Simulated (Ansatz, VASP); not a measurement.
SnO2 in VASP and in Ansatz

```
Sn O
1.0
     4.82770    0.00000    0.00000
     0.00000    4.82770    0.00000
     0.00000    0.00000    3.23799
Sn O
2 4
Direct
  0.00000 0.00000 0.03088
  0.50000 0.50000 0.50000
  0.30661 0.30661 0.00000
  0.19339 0.80661 0.50000
  0.69339 0.69339 0.00000
  0.80661 0.19339 0.50000
```

Alike in both runs: task single point; functional PBE; k mesh 6 × 6 × 8; occupations gaussian, width 0.05 eV; no spin polarisation.

|  | VASP | Ansatz |
| --- | --- | --- |
| version | VASP 6.6.1 | Ansatz 0.2.0 |
| potentials or method | VASP PAW PBE potentials, release 64 (Sn_d, O), cutoff 520 eV | scalar-relativistic, plane waves, PAW |
| valence electrons in the cell | 52 | 52 |

Ansatz gave:

```
gap on the k mesh at the Fermi level (eV)                     : 0.68
least direct gap on the mesh (eV)                             : 0.68
pressure (GPa)                                                : 0.7
traceless stress, the component that is largest in VASP (GPa) : -0.65
rms of the force components (eV/Å)                            : 0.503
```

Question: Estimate VASP's values.

Answer: gap on the k mesh at the Fermi level (eV): 0.67; least direct gap on the mesh (eV): 0.67; pressure (GPa): 1.3; traceless stress, the component that is largest in VASP (GPa): -0.66; rms of the force components (eV/Å): 0.517.

Atom by atom the forces differ by 0.016 eV/Å (rms over components).
